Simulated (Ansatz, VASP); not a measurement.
MnS in VASP and in Ansatz

```
Mn S
1.0
     0.00000    2.56020    2.56020
     2.56020    0.00000    2.56020
     2.56020    2.56020    0.00000
Mn S
1 1
Direct
  0.00000 0.00000 0.00000
  0.50000 0.50000 0.50000
```

Alike in both runs: task single point; functional PBE; k mesh 6 × 6 × 6; occupations gaussian, width 0.05 eV; collinear spin.

|  | VASP | Ansatz |
| --- | --- | --- |
| version | VASP 6.6.1 | Ansatz 0.2.0 |
| potentials or method | VASP PAW PBE potentials, release 64 (Mn_pv, S), cutoff 520 eV | scalar-relativistic, plane waves, PAW |
| valence electrons in the cell | 19 | 21 |

Ansatz gave:

```
gap on the k mesh at the Fermi level (eV)                     : none
pressure (GPa)                                                : -0.9
net moment per atom (μB)                                      : 2.26
size of the moment on the site where the two differ most (μB) : 4.06
```

**Question.** What did VASP give for the same quantities?

**Answer.** gap on the k mesh at the Fermi level (eV): none; pressure (GPa): -0.9; net moment per atom (μB): 2.26; size of the moment on the site where the two differ most (μB): 4.13.

Site moments also hang on the region over which each program counts them. A gap of «none» marks a metal or a gap that the smearing closes. The functional is the same, so the differences come from potentials, cutoffs and numerics. VASP's potentials hold 19 valence electrons a cell and Ansatz's 21, so a difference there can come from the potentials and not from the codes.
